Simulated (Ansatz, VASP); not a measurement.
One calculation of Si3Sn, two programs

```
CELL_PARAMETERS angstrom
5.16032 0.00000 0.00000
0.00000 5.16032 0.00000
0.00000 0.00000 5.16032
ATOMIC_POSITIONS crystal
Si 0.25000 0.00000 0.50000
Si 0.50000 0.75000 0.00000
Si 0.75000 0.00000 0.50000
Si 0.50000 0.25000 0.00000
Si 0.00000 0.50000 0.75000
Si 0.00000 0.50000 0.25000
Sn 0.00000 0.00000 0.00000
Sn 0.50000 0.50000 0.50000
```

Change from the starting cell: species swapped into the V3Si type (Pm-3n, No. 223).

Alike in both runs: task relaxation of cell and atoms; functional PBE; k mesh 4 × 4 × 4; occupations gaussian, width 0.1 eV; no spin polarisation.

|  | VASP | Ansatz |
| --- | --- | --- |
| version | VASP 6.6.1 | Ansatz 0.2.0 |
| potentials or method | VASP PAW PBE potentials, release 64 (Si, Sn_d), cutoff 600 eV | scalar-relativistic, plane waves, PAW |
| valence electrons in the cell | 52 | 52 |

```tsv
	VASP	Ansatz	Ansatz less VASP
gap on the k mesh at the Fermi level, each at its own relaxed structure (eV)	none	none	-
relaxed volume (Å³/atom)	18.68	18.69	+0.012
relaxed length of the cell vector where the two differ most in proportion (Å)	5.307	5.308	+0.0011
```

A gap of «none» marks a metal or a gap that the smearing closes.
